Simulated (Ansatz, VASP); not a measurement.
**One calculation of Pb, two programs**

The input INCAR:

```
SYSTEM = Pb
PREC     = Accurate       ! precision mode
ENCUT    = 520            ! plane-wave cutoff, eV
EDIFF    = 1E-6           ! SCF threshold, eV
ISMEAR   = -1             ! smearing method
SIGMA    = 0.05           ! smearing width, eV
LREAL    = .FALSE.        ! projectors in reciprocal space
LASPH    = .TRUE.         ! aspherical terms in the spheres
NELM     = 100            ! most SCF steps
ALGO     = Fast           ! electronic algorithm
ISIF     = 2              ! what is computed and relaxed
LWAVE    = .FALSE.        ! write WAVECAR
LCHARG   = .FALSE.        ! write CHGCAR
GGA      = PS             ! functional
NBANDS   = 21             ! bands
```

KPOINTS

```
Automatic mesh
0
G
  9 9 5
  0 0 0
```

File POSCAR:

```
Pb
1.0
    3.4800000000      0.0000000000      0.0000000000
   -1.7400000000      3.0137684052      0.0000000000
    0.0000000000      0.0000000000      5.5900000000
Pb
2
Direct
    0.6783200000      0.3518530000      0.7463950000
    0.3425190000      0.6872000000      0.2562440000
```

The input input.yaml:

```yaml
crystal:
  lattice:
    - [3.48, 0.0, 0.0]
    - [-1.74, 3.0137684052, 0.0]
    - [0.0, 0.0, 5.59]
  atoms:
    - { symbol: Pb, position: [0.67832, 0.351853, 0.746395] }
    - { symbol: Pb, position: [0.342519, 0.6872, 0.256244] }
kpoints:
  mp_grid: { grid: [9, 9, 5] }
scf:
  occupations: { method: fermi_dirac, width: 0.05 }
hamiltonian:
  xc: pbesol
  pseudopotentials: { kind: all_electron, lapw: { basis_error: 0.001 } }
output:
  forces: true
  stress: true
  eigenvalues: true
  populations: true
```

Change from the starting cell: atoms moved at random, drawn with an rms of 0.05 Å.

Alike in both runs: task single point; functional PBEsol; k mesh 9 × 9 × 5; occupations fermi-dirac, width 0.05 eV; no spin polarisation.

```csv
,VASP,Ansatz
version,VASP 6.6.1,Ansatz 0.2.0
potentials or method,"VASP PAW PBE potentials, release 64 (Pb_d), cutoff 520 eV","all-electron LAPW, scalar-relativistic"
```

```csv
,VASP,Ansatz,Ansatz less VASP
gap on the k mesh at the Fermi level (eV),none,none,-
pressure (GPa),1.1,1.1,+0.07
"traceless stress, the component that is largest in VASP (GPa)",2.55,2.57,+0.019
rms of the force components (eV/Å),0.044,0.044,+0.0003
```

VASP's potentials were made for PBE, not for PBEsol. Atom by atom the forces differ by 0.000 eV/Å (rms over components). A gap of «none» marks a metal or a gap that the smearing closes. Ansatz ran all-electron here, and VASP with PAW potentials.

Neither program's run includes spin-orbit coupling.
